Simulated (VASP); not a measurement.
A run of VASP 6.6.1 is set up as follows.

INCAR

```
PREC = Accurate
ENCUT = 600
EDIFF = 1E-6
ISMEAR = -1
SIGMA = 0.15
LREAL = F
LASPH = T
NELM = 100
ALGO = Fast
ISIF = 3
LWAVE = F
LCHARG = F
GGA = PE
IBRION = 2
NSW = 80
EDIFFG = -0.001
```

KPOINTS

```
Automatic mesh
0
Gamma
  8 8 8
```

Contents of POSCAR:

```
LiAu6
1.0
    0.0000000000      4.0198631000      4.0198631000
    4.0198631000      0.0000000000      4.0198631000
    4.0198631000      4.0198631000      0.0000000000
Li Au
1 6
Direct
    0.0000000000      0.0000000000      0.0000000000
    0.5000000000      0.5000000000      0.0000000000
    0.5000000000      0.0000000000      0.5000000000
    0.0000000000      0.0000000000      0.5000000000
    0.0000000000      0.5000000000      0.0000000000
    0.0000000000      0.5000000000      0.5000000000
    0.5000000000      0.0000000000      0.0000000000
```

Potentials or basis: VASP PAW PBE potentials, release 64 (Li_sv, Au).

Run with:

```bash
$ cat potpaw_PBE.64/Li_sv/POTCAR potpaw_PBE.64/Au/POTCAR > POTCAR
$ mpirun -np 1 vasp_std > vasp.out
```

**Question.** Predict the relaxed cell.

**Answer.** a = 5.683 Å, b = 5.683 Å, c = 5.683 Å, α = 60.00°, β = 60.00°, γ = 60.00°.

**Question.** Predict the space group after relaxing (to 0.1 Å).

**Answer.** Fm-3m (No. 225).

Final structure:
```xyz
7
Lattice="0.0000 4.0183 4.0183 4.0183 0.0000 4.0183 4.0183 4.0183 0.0000" Properties=species:S:1:pos:R:3 pbc="T T T"
Li    0.0000    0.0000    0.0000
Au    2.0091    2.0091    4.0183
Au    2.0091    4.0183    2.0091
Au    2.0091    2.0091    0.0000
Au    2.0091    0.0000    2.0091
Au    4.0183    2.0091    2.0091
Au    0.0000    2.0091    2.0091
```
